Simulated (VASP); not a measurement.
# Hf (R-3m) in VASP: notebook

The runs below take Hf through single point, with PBEsol.

Program: VASP 6.6.1. These are calculated values, not measurements. Logs are shortened: lines on timing, memory, paths and dates and some standing lists are left out, and cuts for length are marked.

## 1. The cell of the first run

Symmetry: R-3m, No. 166, trigonal system. The conventional cell has a = 5.230 Å, b = 5.230 Å, c = 2.979 Å, α = 90.00°, β = 90.00°, γ = 120.00°. Hf (site symmetry -3m) has 14 Hf at 2.98 to 3.61 Å within 3.9 Å.

## 2. Single point, PBEsol

File INCAR:

```
ALGO = Fast ; EDIFF = 1E-7
ENCUT = 520 ; GGA = PS
ISIF = 2 ; ISMEAR = 0
LASPH = T ; LCHARG = F
LREAL = F ; LWAVE = F
NBANDS = 11 ; NELM = 100
PREC = Accurate ; SIGMA = 0.15
```

File KPOINTS:

```
k-points
0
Gamma
  20 20 20
```

File POSCAR:

```
Hf
1.0
   -1.8923436658      1.8060478634      1.8060478634
    1.8060478634     -1.8923436658      1.8060478634
    1.8060478634      1.8060478634     -1.8923436658
Hf
1
Direct
    0.0000000000      0.0000000000      0.0000000000
```

Potentials or basis: VASP PAW PBE potentials, release 64 (Hf_pv).

The run is started by

```console
$ cat potpaw_PBE.64/Hf_pv/POTCAR > POTCAR
$ mpirun -np 1 vasp_std > vasp.out
```

OUTCAR:

```text
EDIFF = 1E-7
   ENCUT = 520
   GGA = PS
   ISIF = 2
   ISMEAR = 0
   LASPH = T
   LREAL = F
   NELM = 100
   PREC = Accurate

 ion  position               nearest neighbor table
   1  0.000  0.000  0.000-

  LATTYP: Found a trigonal (rhomboedric) cell.
 ALAT       =     3.1787705673
 COS(alpha) =    -0.3536531715

  Lattice vectors:

 A1 = (  -1.8923436658,   1.8060478634,   1.8060478634)
 A2 = (   1.8060478634,  -1.8923436658,   1.8060478634)
 A3 = (   1.8060478634,   1.8060478634,  -1.8923436658)

Analysis of symmetry for initial positions (statically):
=====================================================================
 Subroutine PRICEL returns:
 Original cell was already a primitive cell.

 Routine SETGRP: Setting up the symmetry group for a
 trigonal (rhombohedral) supercell.

 Subroutine GETGRP returns: Found 12 space group operations
 (whereof 12 operations were pure point group operations)
 out of a pool of 12 trial point group operations.

The static configuration has the point symmetry D_3d.

Analysis of symmetry for dynamics (positions and initial velocities):
=====================================================================
 Subroutine PRICEL returns:
 Original cell was already a primitive cell.

 Routine SETGRP: Setting up the symmetry group for a
 trigonal (rhombohedral) supercell.

 Subroutine GETGRP returns: Found 12 space group operations
 (whereof 12 operations were pure point group operations)
 out of a pool of 12 trial point group operations.

The dynamic configuration has the point symmetry D_3d.

 Subroutine INISYM returns: Found 12 space group operations
 (whereof 12 operations are pure point group operations),
 and found     1 'primitive' translations

----------------------------------------------------------------------------------------

                                     Primitive cell

  volume of cell :      23.5229

  direct lattice vectors                    reciprocal lattice vectors
    -1.892343666  1.806047863  1.806047863     0.013567847  0.283955661  0.283955661
     1.806047863 -1.892343666  1.806047863     0.283955661  0.013567847  0.283955661
     1.806047863  1.806047863 -1.892343666     0.283955661  0.283955661  0.013567847

  length of vectors
     3.178770567  3.178770567  3.178770567     0.401803088  0.401803088  0.401803088

  position of ions in fractional coordinates (direct lattice)
     0.000000000  0.000000000  0.000000000

  ion indices of the primitive-cell ions
   primitive index   ion index
                 1           1

----------------------------------------------------------------------------------------

 KPOINTS: k-points

Automatic generation of k-mesh.
 Grid dimensions read from file:
 generate k-points for:   20   20   20

 Generating k-lattice:

  Cartesian coordinates                     Fractional coordinates (reciprocal lattice)
     0.000678392  0.014197783  0.014197783     0.050000000 -0.000000000 -0.000000000
     0.014197783  0.000678392  0.014197783    -0.000000000  0.050000000 -0.000000000
     0.014197783  0.014197783  0.000678392    -0.000000000 -0.000000000  0.050000000

  Length of vectors
     0.020090154  0.020090154  0.020090154

  Shift w.r.t. Gamma in fractional coordinates (k-lattice)
     0.000000000  0.000000000  0.000000000

 Subroutine IBZKPT returns following result:
 ===========================================

 Found    781 irreducible k-points:

 Following reciprocal coordinates:
            Coordinates               Weight
  0.000000  0.000000  0.000000      1.000000
  0.050000 -0.000000 -0.000000      6.000000
  0.100000 -0.000000 -0.000000      6.000000
  0.150000  0.000000  0.000000      6.000000
  0.200000 -0.000000 -0.000000      6.000000
  0.250000  0.000000  0.000000      6.000000
[... 16 lines left out ...]
 -0.400000  0.050000  0.000000     12.000000
 -0.350000  0.050000  0.000000     12.000000
 [... further k-points ...]
   k-points           NKPTS =    781   k-points in BZ     NKDIM =    781   number of bands    NBANDS=     11
   number of dos      NEDOS =    301   number of ions     NIONS =      1
   total plane-waves  NPLWV =  13824
   dimension x,y,z NGX =    24 NGY =   24 NGZ =   24
   dimension x,y,z NGXF=    48 NGYF=   48 NGZF=   48
   ions per type =               1
   NGX,Y,Z   is equivalent  to a cutoff of  12.55, 12.55, 12.55 a.u.
   NGXF,Y,Z  is equivalent  to a cutoff of  25.10, 25.10, 25.10 a.u.
 SYSTEM =  unknown system
   PREC   = accura    normal or accurate (medium, high low for compatibility)
   ISTART =      0    job   : 0-new  1-cont  2-samecut
   ICHARG =      2    charge: 1-file 2-atom 10-const
   ISPIN  =      1    spin polarized calculation?
   LNONCOLLINEAR =      F non collinear calculations
   LSORBIT =      F    spin-orbit coupling
   LASPH  =      T    aspherical Exc in radial PAW
   ENCUT  =  520.0 eV  38.22 Ry    6.18 a.u.   5.91  5.91  5.91*2*pi/ulx,y,z
   NELM   =    100;   NELMIN=  2; NELMDL= -5     # of ELM steps
   EDIFF  = 0.1E-06   stopping-criterion for ELM
   LREAL  =      F    real-space projection
   EDIFFG = 0.1E-05   stopping-criterion for IOM
   NSW    =      0    number of steps for IOM
   IBRION =     -1    ionic relax: 0-MD 1-quasi-New 2-CG
   NFREE  =      0    steps in history (QN), initial steepest desc. (CG)
   ISIF   =      2    stress and relaxation
   ISYM   =      2    0-nonsym 1-usesym 2-fastsym
   POTIM  = 0.5000    time-step for ionic-motion
   TEBEG  =    0.0;   TEEND  =   0.0 temperature during run
   PSTRESS=    0.0 pullay stress
   NELECT =      10.0000    total number of electrons
   NUPDOWN=      -1.0000    fix difference up-down
   EMIN   =  10.00;   EMAX   =-10.00  energy-range for DOS
   EFERMI =   0.00;   METHOD = LEGACY
   ISMEAR =     0;   SIGMA  =   0.15  broadening in eV -4-tet -1-fermi 0-gaus
   EFERMI_NEDOS =   21; number of points for ismear=-14 and -15
   IALGO  =     68    algorithm
   IMIX   =      4    mixing-type and parameters
     AMIX     =   0.40;   BMIX     =  1.00
     AMIX_MAG =   1.60;   BMIX_MAG =  1.00
  volume/ion in A,a.u.               =      23.52       158.74
  Fermi-wavevector in a.u.,A,eV,Ry     =   1.230961  2.326179 20.616432  1.515265
  Thomas-Fermi vector in A             =   2.365789
   LORBIT       =      0    0 simple, 1 ext, 2 COOP (PROOUT), +10 PAW based schemes
   GGA     = PS    functional components
   LHFCALC =     F    Hartree Fock is set to
   AEXX    =    0.0000 exact exchange contribution
   IVDW    =     0    specifies the selected vdW correction
   LEPSILON=     F    determine dielectric tensor
   LRPA    =     F    only Hartree local field effects (RPA)
 non-spin polarized calculation
 RMM-DIIS sequential band-by-band and
 Gauss-broadening in eV      SIGMA  =   0.15
  energy-cutoff  :      520.00
  volume of cell :       23.52
 maximum number of plane-waves:       646
   NGX = 11   NGY = 11   NGZ = 11

 number of electron      10.0000000 magnetization

 Free energy of the ion-electron system (eV)
  ---------------------------------------------------
  ext. energy  EPLUGINS =         0.00000000
  ---------------------------------------------------
  free energy    TOTEN  =       -10.25285362 eV

  energy without entropy =      -10.22878816  energy(sigma->0) =      -10.24082089

 E-fermi :   4.0779     XC(G=0): -11.1605

 val. band max:        4.0774557004   @ k =  -0.3500  -0.4500   0.1000
 cond. band min:       4.0792259880   @ k =  -0.2500   0.3500   0.0500
 fundamental gap:      0.0017702876
 Fermi energy:         4.0779308046

 k-point     1 :       0.0000    0.0000    0.0000
  band No.  band energies     occupation
      1     -25.9299      2.00000
      2     -25.9299      2.00000
      3     -25.8072      2.00000
      4      -2.7856      2.00000
      5       4.8886      0.00000
      6       5.7785      0.00000
      7       5.7785      0.00000
      8       8.3463      0.00000
      9       8.3463      0.00000
     10      16.4501      0.00000
     11      17.5423      0.00000

 k-point     2 :       0.0500   -0.0000   -0.0000
  band No.  band energies     occupation
      1     -25.9377      2.00000
      2     -25.9294      2.00000
      3     -25.8276      2.00000
      4      -2.6921      2.00000
      5       4.9573      0.00000
      6       5.7168      0.00000
      7       5.8123      0.00000
      8       8.1895      0.00000
      9       8.3184      0.00000
     10      16.5638      0.00000
     11      17.7310      0.00000

 k-point     3 :       0.1000   -0.0000   -0.0000
  band No.  band energies     occupation
      1     -25.9645      2.00000
      2     -25.9282      2.00000
      3     -25.8824      2.00000
      4      -2.4176      2.00000
      5       5.1268      0.00000
      6       5.5417      0.00000
      7       5.9250      0.00000
      8       7.8175      0.00000
      9       8.2505      0.00000
     10      16.8746      0.00000
     11      18.2371      0.00000

 k-point     4 :       0.1500    0.0000    0.0000
  band No.  band energies     occupation
      1     -26.0281      2.00000
      2     -25.9443      2.00000
      3     -25.9262      2.00000
      4      -1.9805      2.00000
      5       5.2419      0.00000
      6       5.2808      0.00000
      7       6.1900      0.00000
      8       7.4562      0.00000
      9       8.1780      0.00000
     10      17.2654      0.00000
     11      18.8932      0.00000

 k-point     5 :       0.2000   -0.0000   -0.0000
  band No.  band energies     occupation
      1     -26.1375      2.00000
      2     -25.9904      2.00000
      3     -25.9238      2.00000
      4      -1.4136      2.00000
      5       4.9713      0.00000
      6       5.1126      0.00000
      7       6.7059      0.00000
      8       7.3130      0.00000
      9       8.1349      0.00000
     10      17.1371      0.00000
     11      17.4299      0.00000
[... 211 lines left out ...]
 k-point    21 :       0.5000    0.0500   -0.0000
  band No.  band energies     occupation
      1     -26.6551      2.00000
      2     -26.1558      2.00000
      3     -25.9194      2.00000
      4       1.0089      2.00000
      5       3.7567      1.99754
      6       5.2097      0.00000
      7       7.7240      0.00000
      8       8.6317      0.00000
      9      11.2567      0.00000
     10      14.1037      0.00000
     11      14.3251      0.00000

 k-point    22 :      -0.4500    0.0500    0.0000
  band No.  band energies     occupation
      1     -26.6078      2.00000
      2     -26.1480      2.00000
      3     -25.9211      2.00000
      4       0.9062      2.00000
      5       3.8353      1.97786
      6       4.9232      0.00000
      7       7.7995      0.00000
      8       8.5549      0.00000
      9      10.7071      0.00000
     10      14.2900      0.00000
     11      14.6727      0.00000

 k-point    23 :      -0.4000    0.0500    0.0000
  band No.  band energies     occupation
      1     -26.5282      2.00000
      2     -26.1282      2.00000
      3     -25.9234      2.00000
      4       0.6503      2.00000
      5       3.9848      1.62010
      6       4.6154      0.00000
      7       7.7690      0.00000
      8       8.4591      0.00000
      9       9.8220      0.00000
     10      14.9232      0.00000
     11      15.3674      0.00000

 k-point    24 :      -0.3500    0.0500    0.0000
  band No.  band energies     occupation
      1     -26.4239      2.00000
      2     -26.0974      2.00000
      3     -25.9260      2.00000
      4       0.1937      2.00000
      5       4.1955      0.26769
      6       4.5123      0.00004
      7       7.5968      0.00000
      8       8.3841      0.00000
      9       8.8662      0.00000
     10      15.7663      0.00000
     11      16.4142      0.00000

 [... further k-points ...]
[... 5 lines left out ...]
  --------------------------------------------------------------------------------------
  -------------------------------------------------------------------------------------
  Total       -1.3458811     -1.3458811     -1.3458811      0.2430767      0.2430767      0.2430767
  in kB      -91.6696685    -91.6696685    -91.6696685     16.5562608     16.5562608     16.5562608
  external PRESSURE =     -91.6696685 kB  Pullay stress =       0.0000000 kB

 VOLUME and BASIS-vectors are now :
 -----------------------------------------------------------------------------
  energy-cutoff  :      520.00
  volume of cell :       23.52
      direct lattice vectors                 reciprocal lattice vectors
    -1.892343666  1.806047863  1.806047863     0.013567847  0.283955661  0.283955661
     1.806047863 -1.892343666  1.806047863     0.283955661  0.013567847  0.283955661
     1.806047863  1.806047863 -1.892343666     0.283955661  0.283955661  0.013567847

 POSITION                                       TOTAL-FORCE (eV/Angst)
 -----------------------------------------------------------------------------------
      0.00000      0.00000      0.00000         0.000000     -0.000000      0.000000
 -----------------------------------------------------------------------------------
    total drift:                                0.000000      0.000000      0.000000

  FREE ENERGIE OF THE ION-ELECTRON SYSTEM (eV)
  ---------------------------------------------------
  free  energy   TOTEN  =       -10.2528536174 eV

  energy  without entropy=      -10.2287881572  energy(sigma->0) =      -10.24082089
```

Wall time 58 s (1 thread of Intel Xeon 6975P-C (Granite Rapids), shared host); peak memory 0.31 GiB.

Results:

| Item | Value |
| --- | --- |
| Free energy | -10.2529 eV |
| Pressure | -9.2 GPa |
| Band gap on the k mesh | zero (band 5 reaches 5.56 eV, above the bottom of band 6 at 3.28 eV) |

Levels at points of the mesh, in eV from the Fermi level:
```csv
k point,band 3,band 4,band 5,band 6,band 7,band 8
"(0.00, 0.00, 0.00)",-29.89,-6.86,0.81,1.70,1.70,4.27
"(0.50, 0.00, 0.00)",-29.99,-3.12,-0.33,1.25,3.66,4.51
"(0.50, 0.50, 0.00)",-29.92,-3.33,-0.58,0.64,4.28,5.20
"(0.50, 0.50, 0.50)",-30.40,-2.35,-2.35,6.02,6.02,6.75
```

Caveat: the PAW data sets were made with another functional, which shifts forces and pressure a little; spin-orbit coupling is left out, which moves the levels of the heavy elements.

(Continued in part 2 of 2.)
